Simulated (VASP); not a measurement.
Input of a VASP 6.6.1 run:

POSCAR

```
Ge
1.0
    0.0000000000      2.8857400000      5.1156650000
    2.6304970000      0.0000000000      5.1156650000
    2.6304970000      2.8857400000      0.0000000000
Ge
4
Direct
    0.7818670000      0.7818670000      0.2181330000
    0.2181330000      0.2181330000      0.7818670000
    0.2735100000      0.7264900000      0.2735100000
    0.7264900000      0.2735100000      0.7264900000
```

The input INCAR.step1:

```
SYSTEM = Ge
PREC = Accurate
ENCUT = 520
ISMEAR = 0
SIGMA = 0.15
LREAL = .FALSE.
LASPH = .TRUE.
NELM = 80
NBANDS = 36
GGA = PE
ALGO = Normal
EDIFF = 1E-4
LWAVE = .TRUE.
LCHARG = .FALSE.
```

File INCAR.step2:

```
SYSTEM = Ge
PREC = Accurate
ENCUT = 520
EDIFF = 1E-6
ISMEAR = 0
SIGMA = 0.15
LREAL = .FALSE.
LASPH = .TRUE.
NELM = 80
ALGO = Normal
ISIF = 2
LWAVE = .FALSE.
LCHARG = .FALSE.
METAGGA = R2SCAN
LMIXTAU = .TRUE.
NBANDS = 36
ISTART = 1
```

Contents of KPOINTS:

```
regular mesh
0
G
  7 7 7
  0 0 0
```

Potentials or basis: VASP PAW PBE potentials, release 64 (Ge_d).

The run is started by

```console
$ cat potpaw_PBE.64/Ge_d/POTCAR > POTCAR
$ cp INCAR.step1 INCAR
$ mpirun -np 1 vasp_std > vasp.out
$ cp INCAR.step2 INCAR
$ mpirun -np 1 vasp_std > vasp.out
```

**Question.** Estimate the band gap on the k mesh.

**Answer.** Zero (bands 28 and 29 overlap by 2.87 eV).

**Question.** Estimate the pressure.

**Answer.** -2.5 GPa.

Stress tensor (GPa, compression positive):
```
-3.32  0.00  0.00
 0.00 -2.12  0.00
 0.00  0.00 -2.21
```

Caveat: the PAW data sets were made with another functional, which shifts forces and pressure a little.
